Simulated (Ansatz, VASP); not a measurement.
CaAg2Pb2 in VASP and in Ansatz

Contents of POSCAR:

```
CaAg2Pb2
1.0
    0.0000000000      4.6988680000      0.0000000000
    4.6988680000      0.0000000000      0.0000000000
    2.3494340000      2.3494340000     -5.9305570000
Ag Pb Ca
2 2 1
Direct
    0.7500000000      0.2500000000      0.5000000000
    0.2500000000      0.7500000000      0.5000000000
    0.3890000000      0.3890000000      0.2220000000
    0.6110000000      0.6110000000      0.7780000000
    0.0000000000      0.0000000000      0.0000000000
```

INCAR.step1

```
  ALGO = Normal
  EDIFF = 1E-4
  ENCUT = 520
  GGA = PE
  ISMEAR = 1
  LASPH = T
  LCHARG = F
  LREAL = F
  LWAVE = T
  NBANDS = 38
  NELM = 100
  PREC = Accurate
  SIGMA = 0.2433
```

Contents of INCAR.step2:

```
  ALGO = Normal
  EDIFF = 1E-6
  ENCUT = 520
  ISIF = 2
  ISMEAR = 1
  ISTART = 1
  LASPH = T
  LCHARG = F
  LMIXTAU = T
  LREAL = F
  LWAVE = F
  METAGGA = R2SCAN
  NBANDS = 38
  NELM = 100
  PREC = Accurate
  SIGMA = 0.2433
```

Contents of KPOINTS:

```
k-points
0
Gamma
  6 6 6
```

Input for Ansatz:

```yaml
crystal:
  lattice:
    - [0.0, 4.698868, 0.0]
    - [4.698868, 0.0, 0.0]
    - [2.349434, 2.349434, -5.930557]
  atoms:
    - { symbol: Ag, position: [0.75, 0.25, 0.5] }
    - { symbol: Ag, position: [0.25, 0.75, 0.5] }
    - { symbol: Pb, position: [0.389, 0.389, 0.222] }
    - { symbol: Pb, position: [0.611, 0.611, 0.778] }
    - { symbol: Ca, position: [0.0, 0.0, 0.0] }
  symmetry: { tolerance: 0.0003 }
kpoints:
  mp_grid: { grid: [6, 6, 6], shift: [0, 0, 0] }
  band_path:
    path:
      - [0.0, 0.0, 0.0]
      - [0.5, 0.5, 0.5]
      - [0.5, 0.5, 0.25]
      - [0.0, 0.5, 0.0]
      - [0.0, 0.0, 0.0]
      - [0.0, 0.0, -0.5]
      - [0.0, 0.42152966, -0.28923517]
      - [0.0, 0.57847034, 0.28923517]
      - [0.0, 0.0, 0.0]
      - [0.5, 0.5, 0.5]
      - [0.42152966, 0.57847034, 0.5]
    npoints: 6
magnetization:
  spin_polarized: false
scf:
  occupations: { method: methfessel_paxton, width: 0.2433 }
  lower_state_search: "off"
  max_iter: 200
hamiltonian:
  pseudopotentials: { kind: paw }
  xc: r2scan
basis:
  ecutwfc: 500
  fft_grid_basis: typed
output:
  forces: true
  stress: true
  eigenvalues: true
  bader: true
  populations: true
  elf: true
  write_potential: true
  volumetric_format: npy
  dos:
    e_range: [-12, 8]
    de: 0.05
    projected: { site_lists: { Ag: [Ag], Ca: [Ca], Pb: [Pb] } }
checkpoint:
  read: saved_state
```

Alike in both runs: task single point; functional r2SCAN; k mesh 6 × 6 × 6; occupations methfessel-paxton of order 1, width 0.2433 eV; no spin polarisation.

|  | VASP | Ansatz |
| --- | --- | --- |
| version | VASP 6.6.1 | Ansatz 0.2.0 |
| potentials or method | VASP PAW PBE potentials, release 64 (Ag, Pb_d, Ca_sv), cutoff 520 eV | PAW plane waves |
| valence electrons in the cell | 60 | 76 |

Ansatz gave:

| Quantity | Value |
| --- | --- |
| pressure (GPa) | 1.5 |
| traceless stress, the component that is largest in VASP (GPa) | 5.62 |
| rms of the force components (eV/Å) | 0.879 |

Problem. Estimate VASP's values.

Solution. Pressure (GPa): 1.6; traceless stress, the component that is largest in VASP (GPa): 5.62; rms of the force components (eV/Å): 0.883.

VASP's potentials were made for PBE, not for r2SCAN. Atom by atom the forces differ by 0.004 eV/Å (rms over components). VASP's potentials hold 60 valence electrons a cell and Ansatz's 76, so a difference there can come from the potentials and not from the codes.

Neither program's run includes spin-orbit coupling.
